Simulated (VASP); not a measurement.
# InAs (I-4m2) in VASP: notebook

The runs below take InAs through single point, with r2SCAN.

All numbers are computed with VASP 6.6.1; they aren't measurements. Logs are shortened: lines on timing, memory, paths and dates and some standing lists are left out, and cuts for length are marked.

**1. The cell of the first run**

The structure is tetragonal, space group I-4m2 (No. 119). The conventional cell has a = 4.801 Å, b = 4.801 Å, c = 4.800 Å, α = 90.00°, β = 90.00°, γ = 90.00°. In (site symmetry -4m2) has 4 As at 2.68 Å within 3.5 Å. Within 3.5 Å of As (site symmetry -4m2) lie 4 In at 2.68 Å.

**2. Single point, r2SCAN**

POSCAR

```
InAs
1.0
    0.0000000000      3.3944961119      2.3999087511
    3.3944961119      0.0000000000      2.3999087511
    3.3944961119      3.3944961119      0.0000000000
In As
1 1
Direct
    0.0000000000      0.0000000000      0.0000000000
    0.7500000000      0.7500000000      0.7500000000
```

INCAR.step1

```
PREC = Accurate
ENCUT = 520
ISMEAR = 0
SIGMA = 0.03
LREAL = False
LASPH = True
NELM = 60
NBANDS = 16
GGA = PE
ALGO = Normal
EDIFF = 1E-4
LWAVE = True
LCHARG = False
```

INCAR.step2

```
PREC = Accurate
ENCUT = 520
EDIFF = 1E-7
ISMEAR = 0
SIGMA = 0.03
LREAL = False
LASPH = True
NELM = 60
ALGO = Normal
ISIF = 2
LWAVE = False
LCHARG = True
METAGGA = R2SCAN
LMIXTAU = True
LELF = True
LVHAR = True
NBANDS = 16
ISTART = 1
```

KPOINTS

```
regular mesh
0
Gamma
  10 10 10
```

Potentials or basis: VASP PAW PBE potentials, release 64 (In_d, As).

Run with:

```
$ cat potpaw_PBE.64/In_d/POTCAR potpaw_PBE.64/As/POTCAR > POTCAR
$ cp INCAR.step1 INCAR
$ mpirun -np 1 vasp_std > vasp.out
$ cp INCAR.step2 INCAR
$ mpirun -np 1 vasp_std > vasp.out
```

OUTCAR:

```text
PREC = Accurate
   ENCUT = 520
   EDIFF = 1E-7
   ISMEAR = 0
   LREAL = False
   LASPH = True
   NELM = 60
   ISIF = 2
   METAGGA = R2SCAN
   ISTART = 1

 ion  position               nearest neighbor table
   1  0.000  0.000  0.000-   2 2.68   2 2.68   2 2.68   2 2.68
   2  0.750  0.750  0.750-   1 2.68   1 2.68   1 2.68   1 2.68

  LATTYP: Found a body centered tetragonal cell.
 ALAT       =     4.8005424389
 C/A-ratio  =     0.9998489886

  Lattice vectors:

 A1 = (   0.0000000000,  -3.3944961119,  -2.3999087511)
 A2 = (   0.0000000000,   3.3944961119,  -2.3999087511)
 A3 = (   3.3944961119,   0.0000000000,   2.3999087511)

Analysis of symmetry for initial positions (statically):
=====================================================================
 Subroutine PRICEL returns:
 Original cell was already a primitive cell.

 Routine SETGRP: Setting up the symmetry group for a
 body centered tetragonal supercell.

 Subroutine GETGRP returns: Found  8 space group operations
 (whereof  8 operations were pure point group operations)
 out of a pool of 16 trial point group operations.

The static configuration has the point symmetry D_2d.

Analysis of symmetry for dynamics (positions and initial velocities):
=====================================================================
 Subroutine PRICEL returns:
 Original cell was already a primitive cell.

 Routine SETGRP: Setting up the symmetry group for a
 body centered tetragonal supercell.

 Subroutine GETGRP returns: Found  8 space group operations
 (whereof  8 operations were pure point group operations)
 out of a pool of 16 trial point group operations.

The dynamic configuration has the point symmetry D_2d.

 Subroutine INISYM returns: Found  8 space group operations
 (whereof  8 operations are pure point group operations),
 and found     1 'primitive' translations

----------------------------------------------------------------------------------------

                                     Primitive cell

  volume of cell :      55.3064

  direct lattice vectors                    reciprocal lattice vectors
     0.000000000  3.394496112  2.399908751    -0.147297267  0.147297267  0.208341255
     3.394496112  0.000000000  2.399908751     0.147297267 -0.147297267  0.208341255
     3.394496112  3.394496112  0.000000000     0.147297267  0.147297267 -0.208341255

  length of vectors
     4.157182443  4.157182443  4.800542439     0.294616782  0.294616782  0.294616782

  position of ions in fractional coordinates (direct lattice)
     0.000000000  0.000000000  0.000000000
     0.750000000  0.750000000  0.750000000

  ion indices of the primitive-cell ions
   primitive index   ion index
                 1           1
                 2           2

----------------------------------------------------------------------------------------

 KPOINTS: regular mesh

Automatic generation of k-mesh.
 Grid dimensions read from file:
 generate k-points for:   10   10   10

 Generating k-lattice:

  Cartesian coordinates                     Fractional coordinates (reciprocal lattice)
    -0.014729727  0.014729727  0.020834125     0.100000000  0.000000000  0.000000000
     0.014729727 -0.014729727  0.020834125     0.000000000  0.100000000  0.000000000
     0.014729727  0.014729727 -0.020834125     0.000000000  0.000000000  0.100000000

  Length of vectors
     0.029461678  0.029461678  0.029461678

  Shift w.r.t. Gamma in fractional coordinates (k-lattice)
     0.000000000  0.000000000  0.000000000

 Subroutine IBZKPT returns following result:
 ===========================================

 Found    102 irreducible k-points:

 Following reciprocal coordinates:
            Coordinates               Weight
  0.000000  0.000000  0.000000      1.000000
  0.100000  0.000000  0.000000      8.000000
  0.200000  0.000000  0.000000      8.000000
  0.300000  0.000000  0.000000      8.000000
  0.400000  0.000000  0.000000      8.000000
  0.500000  0.000000  0.000000      4.000000
[... 16 lines left out ...]
  0.300000  0.300000  0.000000      2.000000
  0.400000  0.300000  0.000000      8.000000
 [... further k-points ...]
   k-points           NKPTS =    102   k-points in BZ     NKDIM =    102   number of bands    NBANDS=     16
   number of dos      NEDOS =    301   number of ions     NIONS =      2
   total plane-waves  NPLWV =  36864
   dimension x,y,z NGX =    32 NGY =   32 NGZ =   36
   dimension x,y,z NGXF=    64 NGYF=   64 NGZF=   72
   ions per type =               1   1
   NGX,Y,Z   is equivalent  to a cutoff of  12.80, 12.80, 12.47 a.u.
   NGXF,Y,Z  is equivalent  to a cutoff of  25.59, 25.59, 24.93 a.u.
 SYSTEM =  unknown system
   PREC   = accura    normal or accurate (medium, high low for compatibility)
   ISTART =      1    job   : 0-new  1-cont  2-samecut
   ICHARG =      0    charge: 1-file 2-atom 10-const
   ISPIN  =      1    spin polarized calculation?
   LNONCOLLINEAR =      F non collinear calculations
   LSORBIT =      F    spin-orbit coupling
   LASPH  =      T    aspherical Exc in radial PAW
   ENCUT  =  520.0 eV  38.22 Ry    6.18 a.u.   7.73  7.73  8.93*2*pi/ulx,y,z
   NELM   =     60;   NELMIN=  2; NELMDL=  0     # of ELM steps
   EDIFF  = 0.1E-06   stopping-criterion for ELM
   LREAL  =      F    real-space projection
   EDIFFG = 0.1E-05   stopping-criterion for IOM
   NSW    =      0    number of steps for IOM
   IBRION =     -1    ionic relax: 0-MD 1-quasi-New 2-CG
   NFREE  =      0    steps in history (QN), initial steepest desc. (CG)
   ISIF   =      2    stress and relaxation
   ISYM   =      2    0-nonsym 1-usesym 2-fastsym
   POTIM  = 0.5000    time-step for ionic-motion
   TEBEG  =    0.0;   TEEND  =   0.0 temperature during run
   PSTRESS=    0.0 pullay stress
   NELECT =      18.0000    total number of electrons
   NUPDOWN=      -1.0000    fix difference up-down
   EMIN   =  10.00;   EMAX   =-10.00  energy-range for DOS
   EFERMI =   0.00;   METHOD = LEGACY
   ISMEAR =     0;   SIGMA  =   0.03  broadening in eV -4-tet -1-fermi 0-gaus
   EFERMI_NEDOS =   21; number of points for ismear=-14 and -15
   IALGO  =     38    algorithm
   IMIX   =      4    mixing-type and parameters
     AMIX     =   0.40;   BMIX     =  1.00
     AMIX_MAG =   1.60;   BMIX_MAG =  1.00
  volume/ion in A,a.u.               =      27.65       186.61
  Fermi-wavevector in a.u.,A,eV,Ry     =   1.126092  2.128005 17.253320  1.268083
  Thomas-Fermi vector in A             =   2.262772
   LORBIT       =      0    0 simple, 1 ext, 2 COOP (PROOUT), +10 PAW based schemes
   METAGGA = R2SCAN    functional components
   LHFCALC =     F    Hartree Fock is set to
   AEXX    =    0.0000 exact exchange contribution
   IVDW    =     0    specifies the selected vdW correction
   LEPSILON=     F    determine dielectric tensor
   LRPA    =     F    only Hartree local field effects (RPA)
 non-spin polarized calculation
 Gauss-broadening in eV      SIGMA  =   0.03
  energy-cutoff  :      520.00
  volume of cell :       55.31
 maximum number of plane-waves:      1508
   NGX = 15   NGY = 15   NGZ = 17

 number of electron      18.0000000 magnetization

 Free energy of the ion-electron system (eV)
  ---------------------------------------------------
  ext. energy  EPLUGINS =         0.00000000
  ---------------------------------------------------
  free energy    TOTEN  =       -37.73285660 eV

  energy without entropy =      -37.73276117  energy(sigma->0) =      -37.73280888

 E-fermi :   4.7159     XC(G=0):  -9.7330

 val. band max:        4.4861113999   @ k =   0.4000   0.4000   0.0000
 cond. band min:       4.7209676096   @ k =   0.1000   0.0000   0.1000
 fundamental gap:      0.2348562097
 Fermi energy:         4.7159163860

 k-point     1 :       0.0000    0.0000    0.0000
  band No.  band energies     occupation
      1     -10.6288      2.00000
      2     -10.6288      2.00000
      3     -10.5695      2.00000
      4     -10.5449      2.00000
      5     -10.4731      2.00000
      6      -7.7712      2.00000
[... 8 lines left out ...]
     15      12.4575      0.00000
     16      13.8080      0.00000

 k-point     2 :       0.1000    0.0000    0.0000
  band No.  band energies     occupation
      1     -10.6341      2.00000
      2     -10.6258      2.00000
      3     -10.5699      2.00000
      4     -10.5473      2.00000
      5     -10.4706      2.00000
      6      -7.6660      2.00000
[... 8 lines left out ...]
     15      12.6448      0.00000
     16      13.7383      0.00000

 k-point     3 :       0.2000    0.0000    0.0000
  band No.  band energies     occupation
      1     -10.6531      2.00000
      2     -10.6191      2.00000
      3     -10.5688      2.00000
      4     -10.5502      2.00000
      5     -10.4627      2.00000
      6      -7.3660      2.00000
[... 8 lines left out ...]
     15      12.6322      0.00000
     16      14.9842      0.00000

 k-point     4 :       0.3000    0.0000    0.0000
  band No.  band energies     occupation
      1     -10.6821      2.00000
      2     -10.6131      2.00000
      3     -10.5641      2.00000
      4     -10.5505      2.00000
      5     -10.4505      2.00000
      6      -6.9277      2.00000
[... 8 lines left out ...]
     15      14.0197      0.00000
     16      15.8774      0.00000
[... 324 lines left out ...]
 k-point    22 :      -0.2000    0.2000    0.0000
  band No.  band energies     occupation
      1     -10.6825      2.00000
      2     -10.6026      2.00000
      3     -10.5669      2.00000
      4     -10.5412      2.00000
      5     -10.4575      2.00000
      6      -6.9402      2.00000
[... 8 lines left out ...]
     15      13.1051      0.00000
     16      13.6874      0.00000

 k-point    23 :       0.3000    0.3000    0.0000
  band No.  band energies     occupation
      1     -10.7216      2.00000
      2     -10.5835      2.00000
      3     -10.5835      2.00000
      4     -10.5774      2.00000
      5     -10.4322      2.00000
      6      -6.2620      2.00000
[... 8 lines left out ...]
     15      13.7961      0.00000
     16      18.2679      0.00000

 k-point    24 :       0.4000    0.3000    0.0000
  band No.  band energies     occupation
      1     -10.7480      2.00000
      2     -10.5855      2.00000
      3     -10.5735      2.00000
      4     -10.5703      2.00000
      5     -10.4241      2.00000
      6      -5.8859      2.00000
[... 8 lines left out ...]
     15      14.9540      0.00000
     16      18.3238      0.00000

 [... further k-points ...]
[... 5 lines left out ...]
  --------------------------------------------------------------------------------------
  -------------------------------------------------------------------------------------
  Total       -1.0232147     -1.0232147      1.2442888      0.0000000      0.0000000      0.0000000
  in kB      -29.6416240    -29.6416240     36.0459450      0.0000000      0.0000000      0.0000000
  external PRESSURE =      -7.7457676 kB  Pullay stress =       0.0000000 kB

 VOLUME and BASIS-vectors are now :
 -----------------------------------------------------------------------------
  energy-cutoff  :      520.00
  volume of cell :       55.31
      direct lattice vectors                 reciprocal lattice vectors
     0.000000000  3.394496112  2.399908751    -0.147297267  0.147297267  0.208341255
     3.394496112  0.000000000  2.399908751     0.147297267 -0.147297267  0.208341255
     3.394496112  3.394496112  0.000000000     0.147297267  0.147297267 -0.208341255

 POSITION                                       TOTAL-FORCE (eV/Angst)
 -----------------------------------------------------------------------------------
      0.00000      0.00000      0.00000        -0.000000     -0.000000      0.000000
      5.09174      5.09174      3.59986         0.000000      0.000000     -0.000000
 -----------------------------------------------------------------------------------
    total drift:                                0.000000      0.000000      0.000008

  FREE ENERGIE OF THE ION-ELECTRON SYSTEM (eV)
  ---------------------------------------------------
  free  energy   TOTEN  =       -37.7328566008 eV

  energy  without entropy=      -37.7327611682  energy(sigma->0) =      -37.73280888
```

It took 2 min on 1 thread of Intel Xeon 6975P-C (Granite Rapids), shared host; peak memory 0.26 GiB.

Results:

- Free energy: -37.7329 eV
- Pressure: -0.8 GPa
- Band gap on the k mesh: zero (bands 9 and 10 overlap by 0.23 eV)

Levels at points of the mesh, in eV from the Fermi level:
| k point | band 6 | band 7 | band 8 | band 9 | band 10 | band 11 | band 12 | band 13 |
| --- | --- | --- | --- | --- | --- | --- | --- | --- |
| (0.00, 0.00, 0.00) | -12.49 | -0.88 | -0.88 | -0.68 | 0.22 | 4.06 | 4.76 | 4.76 |
| (0.50, 0.00, 0.00) | -11.00 | -6.07 | -2.21 | -0.81 | 0.03 | 3.69 | 5.73 | 7.70 |
| (0.50, 0.50, 0.00) | -9.99 | -4.86 | -3.79 | -3.79 | 0.04 | 1.02 | 9.35 | 9.35 |
| (0.50, 0.00, 0.50) | -10.86 | -6.78 | -1.82 | -1.62 | 2.22 | 3.26 | 6.77 | 7.46 |

Caveat: the stress differs along the axes, from -3 to 4 GPa; semilocal functionals underestimate gaps, and a narrow one can read as zero; the PAW data sets were made with another functional, which shifts forces and pressure a little; spin-orbit coupling is left out, which moves the levels of the heavy elements.

**3. Single point, r2SCAN**

This run uses another cell than the first one, of the same volume but with other edges.

POSCAR

```
InAs
1.0
    0.0000000000      2.6942133495      3.8096176761
    2.6942133495      0.0000000000      3.8096176761
    2.6942133495      2.6942133495      0.0000000000
In As
1 1
Direct
    0.0000000000      0.0000000000      0.0000000000
    0.7500000000      0.7500000000      0.7500000000
```

INCAR.step1

```
SYSTEM = InAs
PREC = Accurate
ENCUT = 520
ISMEAR = 0
SIGMA = 0.03
LREAL = .False.
LASPH = .True.
NELM = 100
NBANDS = 16
GGA = PE
ALGO = Normal
EDIFF = 1E-4
LWAVE = .True.
LCHARG = .False.
```

INCAR.step2

```
SYSTEM = InAs
PREC = Accurate
ENCUT = 520
EDIFF = 1E-6
ISMEAR = 0
SIGMA = 0.03
LREAL = .False.
LASPH = .True.
NELM = 100
ALGO = Normal
ISIF = 2
LWAVE = .False.
LCHARG = .True.
METAGGA = R2SCAN
LMIXTAU = .True.
LELF = .True.
LVHAR = .True.
NBANDS = 16
ISTART = 1
```

KPOINTS

```
regular mesh
0
Gamma
  10 10 10
  0 0 0
```

Potentials or basis: VASP PAW PBE potentials, release 64 (In_d, As).

Run with:

```
$ cat potpaw_PBE.64/In_d/POTCAR potpaw_PBE.64/As/POTCAR > POTCAR
$ cp INCAR.step1 INCAR
$ mpirun -np 1 vasp_std > vasp.out
$ cp INCAR.step2 INCAR
$ mpirun -np 1 vasp_std > vasp.out
```

Run time: 1.8 min. Hardware: 1 thread of Intel Xeon 6975P-C (Granite Rapids), shared host; peak memory 0.26 GiB.

The run converged. Its results:

* Free energy: -37.3231 eV
* Pressure: 0.6 GPa
* Band gap on the k mesh: zero (bands 9 and 10 overlap by 0.31 eV)

Stress tensor (GPa, compression positive):
```
  6.66   0.00   0.00
  0.00   6.66   0.00
  0.00   0.00 -11.53
```

Levels at points of the mesh, in eV from the Fermi level:
| k point | band 5 | band 6 | band 7 | band 8 | band 9 | band 10 | band 11 | band 12 | band 13 | band 14 |
| --- | --- | --- | --- | --- | --- | --- | --- | --- | --- | --- |
| (0.00, 0.00, 0.00) | -15.54 | -12.78 | -2.49 | -1.61 | 0.11 | 0.11 | 3.92 | 3.92 | 4.68 | 6.04 |
| (0.50, 0.00, 0.00) | -15.46 | -11.29 | -6.39 | -2.87 | -0.74 | -0.14 | 5.04 | 5.73 | 6.43 | 8.27 |
| (0.50, 0.50, 0.00) | -15.50 | -11.53 | -7.78 | -1.41 | -1.41 | 2.80 | 3.78 | 6.67 | 8.62 | 8.62 |
| (0.50, 0.00, 0.50) | -15.45 | -10.41 | -5.65 | -3.37 | -3.29 | 0.64 | 0.71 | 5.94 | 6.83 | 7.48 |

Caveat: the stress differs along the axes, from -12 to 7 GPa; semilocal functionals underestimate gaps, and a narrow one can read as zero; the PAW data sets were made with another functional, which shifts forces and pressure a little; spin-orbit coupling is left out, which moves the levels of the heavy elements.

The gap in the log of VASP goes by the Fermi energy; the results here count the filled bands.